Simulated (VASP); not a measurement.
# GaN (P6_3mc) in VASP: a series of runs, part 2 of 2

VASP 6.6.1. Earlier steps stand in the parts before.

## 3. Relaxation of shape and atoms at fixed volume, r2SCAN (10.69 Å³/atom)

This run uses another cell than the first one, of 10.69 Å³/atom.

File POSCAR:

```
GaN
1.0
    3.1181190013      0.0000000000      0.0000000000
   -1.5590595007      2.7003702672      0.0000000000
    0.0000000000      0.0000000000      5.0777788601
Ga N
2 2
Direct
    0.3333333333      0.6666666667     -0.0008898958
    0.6666666667      0.3333333333      0.4991101042
    0.3333333333      0.6666666667      0.3758898958
    0.6666666667      0.3333333333      0.8758898958
```

File INCAR.step1:

```
SYSTEM = GaN
ALGO     = Normal         ! electronic algorithm
EDIFF    = 1E-4           ! SCF threshold, eV
ENCUT    = 600            ! plane-wave cutoff, eV
GGA      = PE             ! functional
ISMEAR   = 0              ! smearing method
LASPH    = .True.         ! aspherical terms in the spheres
LCHARG   = .False.        ! write CHGCAR
LREAL    = .False.        ! projectors in reciprocal space
LWAVE    = .True.         ! write WAVECAR
NELM     = 80             ! most SCF steps
PREC     = Accurate       ! precision mode
SIGMA    = 0.02           ! smearing width, eV
```

File INCAR.step2:

```
SYSTEM = GaN
ALGO     = Normal         ! electronic algorithm
EDIFF    = 1E-6           ! SCF threshold, eV
EDIFFG   = -0.01          ! ionic threshold
ENCUT    = 600            ! plane-wave cutoff, eV
IBRION   = 2              ! ionic algorithm
ISIF     = 4              ! what is computed and relaxed
ISMEAR   = 0              ! smearing method
ISTART   = 1            
LASPH    = .True.         ! aspherical terms in the spheres
LCHARG   = .False.        ! write CHGCAR
LMIXTAU  = .True.       
LREAL    = .False.        ! projectors in reciprocal space
LWAVE    = .False.        ! write WAVECAR
METAGGA  = R2SCAN         ! meta-GGA
NELM     = 80             ! most SCF steps
NSW      = 50             ! ionic steps
PREC     = Accurate       ! precision mode
SIGMA    = 0.02           ! smearing width, eV
```

File KPOINTS:

```
k-points
0
Gamma
  12 12 6
  0 0 0
```

Potentials or basis: VASP PAW PBE potentials, release 64 (Ga_d, N).

Command:

```bash
> cat potpaw_PBE.64/Ga_d/POTCAR potpaw_PBE.64/N/POTCAR > POTCAR
> cp INCAR.step1 INCAR
> mpirun -np 1 vasp_std > vasp.out
> cp INCAR.step2 INCAR
> mpirun -np 1 vasp_std > vasp.out
```

OUTCAR:

```text
SYSTEM = GaN
   EDIFF = 1E-6
   EDIFFG = -0.01
   ENCUT = 600
   IBRION = 2
   ISIF = 4
   ISMEAR = 0
   ISTART = 1
   LASPH = .True.
   LREAL = .False.
   METAGGA = R2SCAN
   NELM = 80
   NSW = 50
   PREC = Accurate

 ion  position               nearest neighbor table
   1  0.333  0.667  0.999-   4 1.91   4 1.91   4 1.91   3 1.91
   2  0.667  0.333  0.499-   3 1.91   3 1.91   3 1.91   4 1.91
   3  0.333  0.667  0.376-   2 1.91   2 1.91   2 1.91   1 1.91
   4  0.667  0.333  0.876-   1 1.91   1 1.91   1 1.91   2 1.91

  LATTYP: Found a hexagonal cell.
 ALAT       =     3.1181190013
 C/A-ratio  =     1.6284750062

  Lattice vectors:

 A1 = (   3.1181190013,   0.0000000000,   0.0000000000)
 A2 = (  -1.5590595007,   2.7003702672,   0.0000000000)
 A3 = (   0.0000000000,   0.0000000000,   5.0777788601)
[... 264 lines left out ...]
  ---------------------------------------------------
  free energy    TOTEN  =       -43.68707267 eV

  energy without entropy =      -43.68707267  energy(sigma->0) =      -43.68707267

 E-fermi :   5.9479     XC(G=0): -13.0339

 val. band max:        5.8007302644   @ k =   0.0000   0.0000   0.0000
 cond. band min:       8.5735621322   @ k =   0.0000   0.0000   0.0000
 fundamental gap:      2.7728318678
 Fermi energy:         5.9478596678

 k-point     1 :       0.0000    0.0000    0.0000
  band No.  band energies     occupation
      1     -11.5722      2.00000
      2     -10.3757      2.00000
      3      -8.0913      2.00000
      4      -8.0732      2.00000
      5      -8.0732      2.00000
      6      -7.9906      2.00000
[... 589 lines left out ...]
     21      13.7270      0.00000
     22      15.1951      0.00000

 [... further k-points ...]

------------------------ aborting loop because EDIFF is reached ----------------------------------------

  FORCE on cell =-STRESS in cart. coord.  units (eV):
  Direction    XX          YY          ZZ          XY          YZ          ZX
  --------------------------------------------------------------------------------------
  -------------------------------------------------------------------------------------
  Total        4.0672124      4.0672124      4.0945820     -0.0000000      0.0000000      0.0000000
  in kB      152.4114687    152.4114687    153.4370969     -0.0000000      0.0000000      0.0000000
  external PRESSURE =     152.7533448 kB  Pullay stress =       0.0000000 kB
[... 19 lines left out ...]
  FREE ENERGIE OF THE ION-ELECTRON SYSTEM (eV)
  ---------------------------------------------------
  free  energy   TOTEN  =       -43.6870726708 eV

  energy  without entropy=      -43.6870726708  energy(sigma->0) =      -43.68707267

 reached required accuracy - stopping structural energy minimisation
```

OUTCAR.step1:

```text
SYSTEM = GaN
   EDIFF = 1E-4
   ENCUT = 600
   GGA = PE
   ISMEAR = 0
   LASPH = .True.
   LREAL = .False.
   NELM = 80
[... 830 lines left out ...]
      1.55906      0.90012      2.53437        -0.000000      0.000000      0.018367
     -0.00000      1.80025      1.90869        -0.000000      0.000000     -0.018367
      1.55906      0.90012      4.44758         0.000000      0.000000     -0.018367
 -----------------------------------------------------------------------------------
    total drift:                                0.000000      0.000000      0.002244

  FREE ENERGIE OF THE ION-ELECTRON SYSTEM (eV)
  ---------------------------------------------------
  free  energy   TOTEN  =       -24.0795760686 eV

  energy  without entropy=      -24.0795760686  energy(sigma->0) =      -24.07957607
```

OSZICAR.step1:

```text
N       E                     dE             d eps       ncg     rms          rms(c)
DAV:   1     0.294551229454E+03    0.29455E+03   -0.20252E+04  3570   0.340E+03
DAV:   2     0.113846790352E+02   -0.28317E+03   -0.27335E+03  3572   0.570E+02
DAV:   3    -0.266780361101E+02   -0.38063E+02   -0.37772E+02  3866   0.166E+02
DAV:   4    -0.283044021767E+02   -0.16264E+01   -0.16222E+01  4654   0.366E+01
DAV:   5    -0.283290409737E+02   -0.24639E-01   -0.24625E-01  3772   0.419E+00    0.113E+01
DAV:   6    -0.239498250529E+02    0.43792E+01   -0.15111E+01  6086   0.620E+01    0.306E+00
DAV:   7    -0.241003945136E+02   -0.15057E+00   -0.21698E+00  3716   0.128E+01    0.279E+00
DAV:   8    -0.241053988430E+02   -0.50043E-02   -0.32382E-01  4796   0.106E+01    0.902E-01
DAV:   9    -0.240785220657E+02    0.26877E-01   -0.13017E-01  5846   0.674E+00    0.299E-01
DAV:  10    -0.240795741612E+02   -0.10521E-02   -0.80931E-03  3686   0.950E-01    0.966E-02
DAV:  11    -0.240795683640E+02    0.57972E-05   -0.11769E-03  4846   0.763E-01    0.174E-02
DAV:  12    -0.240795760686E+02   -0.77046E-05   -0.10603E-04  2348   0.170E-01
   1 F= -.24079576E+02 E0= -.24079576E+02  d E =-.801398E-23
```

Run time: 5.8 min. Hardware: 1 thread of Intel Xeon 6975P-C (Granite Rapids), shared host; peak memory 0.24 GiB.

What came out:

```yaml
Free_energy: -43.6871 eV
Energy_gained_by_relaxing: 0.0 meV/atom
Ionic_steps: 3
Pressure_after_relaxing: 15.3 GPa
Band_gap_on_the_k_mesh: 2.77 eV
```

Forces on the atoms (eV/Å):
```
Ga   0.000  0.000  0.003
Ga   0.000  0.000  0.003
N    0.000  0.000 -0.003
N    0.000  0.000 -0.003
```

Final structure:
```
Ga N
1.0
     3.11831    0.00000    0.00000
    -1.55915    2.70053    0.00000
     0.00000    0.00000    5.07717
Ga N
2 2
Direct
  0.33333 0.66667 0.99918
  0.66667 0.33333 0.49918
  0.33333 0.66667 0.37581
  0.66667 0.33333 0.87582
```

Levels at points of the mesh, in eV from the valence-band top:
```
           k point  band 15  band 16  band 17  band 18  band 19  band 20  band 21  band 22
(0.00, 0.00, 0.00)    -1.15    -0.05     0.00     0.00     2.77     5.24    10.34    10.96
(0.50, 0.00, 0.00)    -4.59    -3.07    -2.43    -1.11     5.77     6.44     6.80     9.90
(0.00, 0.00, 0.50)    -0.59    -0.59    -0.59    -0.59     5.19     5.19     9.53     9.53
(0.50, 0.00, 0.50)    -2.17    -2.17    -2.09    -2.09     5.10     5.10     8.82     8.82
```

Caveat: the PAW data sets were made with another functional, which shifts forces and pressure a little.

## 4. Relaxation of shape and atoms at fixed volume, r2SCAN (12.05 Å³/atom)

This run uses another cell than the first one, of 12.05 Å³/atom.

File POSCAR:

```
GaN
1.0
    3.2455279707      0.0000000000      0.0000000000
   -1.6227639853      2.8107096713      0.0000000000
    0.0000000000      0.0000000000      5.2852611785
Ga N
2 2
Direct
    0.3333333333      0.6666666667     -0.0008898959
    0.6666666667      0.3333333333      0.4991101041
    0.3333333333      0.6666666667      0.3758898959
    0.6666666667      0.3333333333      0.8758898959
```

File INCAR.step1:

```
  PREC = Accurate
  ENCUT = 660
  ISMEAR = 0
  SIGMA = 0.02
  LREAL = False
  LASPH = True
  NELM = 120
  GGA = PE
  ALGO = Normal
  EDIFF = 1E-5
  LWAVE = True
  LCHARG = False
  GGA_COMPAT = False
  IBRION = 2
  ISIF = 3
  EDIFFG = -0.005
  NELMIN = 4
  NSW = 100
```

File INCAR.step2:

```
  PREC = Accurate
  ENCUT = 660
  EDIFF = 1E-7
  ISMEAR = 0
  SIGMA = 0.02
  LREAL = False
  LASPH = True
  NELM = 120
  ALGO = Normal
  ISIF = 4
  LWAVE = False
  LCHARG = False
  METAGGA = R2SCAN
  LMIXTAU = True
  IBRION = 2
  NSW = 50
  EDIFFG = -0.01
  ISTART = 1
  GGA_COMPAT = False
  NELMIN = 4
```

File KPOINTS:

```
regular mesh
0
Gamma
  12 12 6
```

Command:

```bash
> cat potpaw_PBE.64/Ga_d/POTCAR potpaw_PBE.64/N/POTCAR > POTCAR
> cp INCAR.step1 INCAR
> mpirun -np 1 vasp_std > vasp.out
> cp INCAR.step2 INCAR
> mpirun -np 1 vasp_std > vasp.out
```

Wall time 8.9 min (1 thread of Intel Xeon 6975P-C (Granite Rapids), shared host); peak memory 0.26 GiB.

Results (log left out):

- Free energy: -43.7508 eV
- Energy gained by relaxing: 0.0 meV/atom
- Ionic steps: 2
- Pressure after relaxing: -9.2 GPa
- Band gap on the k mesh: 1.94 eV

Forces on the atoms (eV/Å):
```
Ga   0.000  0.000  0.003
Ga   0.000  0.000  0.003
N    0.000  0.000 -0.003
N    0.000  0.000 -0.003
```

Stress tensor (GPa, compression positive):
```
-9.17  0.00  0.00
 0.00 -9.17  0.00
 0.00  0.00 -9.26
```

Final structure:
```cif
data_structure
_symmetry_space_group_name_H-M 'P 1'
_symmetry_Int_Tables_number 1
_cell_length_a 3.2451
_cell_length_b 3.2451
_cell_length_c 5.2866
_cell_angle_alpha 90.000
_cell_angle_beta 90.000
_cell_angle_gamma 120.000
_cell_volume 48.21
loop_
_atom_site_label
_atom_site_type_symbol
_atom_site_fract_x
_atom_site_fract_y
_atom_site_fract_z
_atom_site_occupancy
Ga1 Ga 0.33333 0.66667 0.99902 1
Ga2 Ga 0.66667 0.33333 0.49902 1
N1 N 0.33333 0.66667 0.37598 1
N2 N 0.66667 0.33333 0.87598 1
```

Levels at points of the mesh, in eV from the valence-band top:
```
           k point  band 15  band 16  band 17  band 18  band 19  band 20  band 21  band 22
(0.00, 0.00, 0.00)    -0.99    -0.03     0.00     0.00     1.94     4.42     9.60    10.24
(0.50, 0.00, 0.00)    -4.03    -2.63    -2.07    -0.96     5.40     5.74     6.39     8.85
(0.00, 0.00, 0.50)    -0.51    -0.51    -0.51    -0.51     4.38     4.38     8.85     8.85
(0.50, 0.00, 0.50)    -1.87    -1.87    -1.83    -1.83     4.69     4.69     8.03     8.03
```

Caveat: the PAW data sets were made with another functional, which shifts forces and pressure a little.

## 5. Single point, r2SCAN

This run uses another cell than the first one, of 11.37 Å³/atom.

File POSCAR:

```
GaN
1.0
    3.1830984305      0.0000000000      0.0000000000
   -1.5915492153      2.7566441035      0.0000000000
    0.0000000000      0.0000000000      5.1835962410
Ga N
2 2
Direct
    0.3333333333      0.6666666667     -0.0008898953
    0.6666666667      0.3333333333      0.4991101047
    0.3333333333      0.6666666667      0.3758898953
    0.6666666667      0.3333333333      0.8758898953
```

File INCAR.step1:

```
SYSTEM = GaN
PREC = Accurate ; ENCUT = 520
ISMEAR = 0 ; SIGMA = 0.02
LREAL = .FALSE. ; LASPH = .TRUE.
NELM = 60 ; NBANDS = 26
GGA = PE ; ALGO = Normal
EDIFF = 1E-4 ; LWAVE = .TRUE.
LCHARG = .FALSE.
```

File INCAR.step2:

```
SYSTEM = GaN
PREC = Accurate ; ENCUT = 520
EDIFF = 1E-7 ; ISMEAR = 0
SIGMA = 0.02 ; LREAL = .FALSE.
LASPH = .TRUE. ; NELM = 60
ALGO = Normal ; ISIF = 2
LWAVE = .FALSE. ; LCHARG = .FALSE.
METAGGA = R2SCAN ; LMIXTAU = .TRUE.
NBANDS = 26 ; ISTART = 1
```

File KPOINTS:

```
regular mesh
0
G
  12 12 6
  0 0 0
```

Command:

```bash
> cat potpaw_PBE.64/Ga_d/POTCAR potpaw_PBE.64/N/POTCAR > POTCAR
> cp INCAR.step1 INCAR
> mpirun -np 1 vasp_std > vasp.out
> cp INCAR.step2 INCAR
> mpirun -np 1 vasp_std > vasp.out
```

It took 7.4 min on 1 thread of Intel Xeon 8259CL, shared host; peak memory 0.22 GiB.

The run converged. Its results:

- Free energy: -43.8209 eV
- Pressure: 1.1 GPa
- Largest force: 0.005 eV/Å
- Band gap on the k mesh: 2.34 eV

Forces in eV/Å, atoms in the order of the input:
```
Ga   0.000  0.000  0.005
Ga   0.000  0.000  0.005
N    0.000  0.000 -0.005
N    0.000  0.000 -0.005
```

Stress tensor (GPa, compression positive):
```
1.14 0.00 0.00
0.00 1.14 0.00
0.00 0.00 1.01
```

Levels at points of the mesh, in eV from the valence-band top:
```tsv
k point	band 15	band 16	band 17	band 18	band 19	band 20	band 21	band 22
(0.00, 0.00, 0.00)	-1.07	-0.04	0.00	0.00	2.34	4.81	9.96	10.59
(0.50, 0.00, 0.00)	-4.30	-2.84	-2.24	-1.03	5.58	6.12	6.55	9.35
(0.00, 0.00, 0.50)	-0.55	-0.55	-0.55	-0.55	4.77	4.77	9.18	9.18
(0.50, 0.00, 0.50)	-2.01	-2.01	-1.95	-1.95	4.89	4.89	8.42	8.42
```

Caveat: the PAW data sets were made with another functional, which shifts forces and pressure a little.

## 6. Summary

| task | potentials or basis | cell | k mesh | cutoff (eV) | smearing | gap on the mesh (eV) | pressure (GPa) | largest force (eV/Å) |
| --- | --- | --- | --- | --- | --- | --- | --- | --- |
| single point | VASP PAW PBE potentials, release 64 (Ga_d, N_h) | a = 3.180, b = 3.180, c = 5.166 Å, angles 90.0, 90.0, 120.0°, 4 atoms | 6 × 6 × 4 | 910 | gaussian 0.1 eV | 2.37 | 2.0 | 0.14 |
| relaxation of shape and atoms at fixed volume | VASP PAW PBE potentials, release 64 (Ga_d, N) | relaxed from a = 3.118, b = 3.118, c = 5.078 Å, angles 90.0, 90.0, 120.0°, 4 atoms | 12 × 12 × 6 | 600 | gaussian 0.02 eV | 2.77 | 15.3 | - |
| relaxation of shape and atoms at fixed volume | VASP PAW PBE potentials, release 64 (Ga_d, N) | relaxed from a = 3.246, b = 3.246, c = 5.285 Å, angles 90.0, 90.0, 120.0°, 4 atoms | 12 × 12 × 6 | 660 | gaussian 0.02 eV | 1.94 | -9.2 | - |
| single point | VASP PAW PBE potentials, release 64 (Ga_d, N) | a = 3.183, b = 3.183, c = 5.184 Å, angles 90.0, 90.0, 120.0°, 4 atoms | 12 × 12 × 6 | 520 | gaussian 0.02 eV | 2.34 | 1.1 | 0.01 |

Alike in all rows: level r2SCAN; no spin polarisation.

Caveats: the PAW data sets were made with another functional, which shifts forces and pressure a little; the cutoff is under 1.25 times the usual one of these potentials, so pressure, stress and relaxed cells hold a basis-set (Pulay) error (at least some runs).

Absolute energies hang on the potentials; compare differences alone.
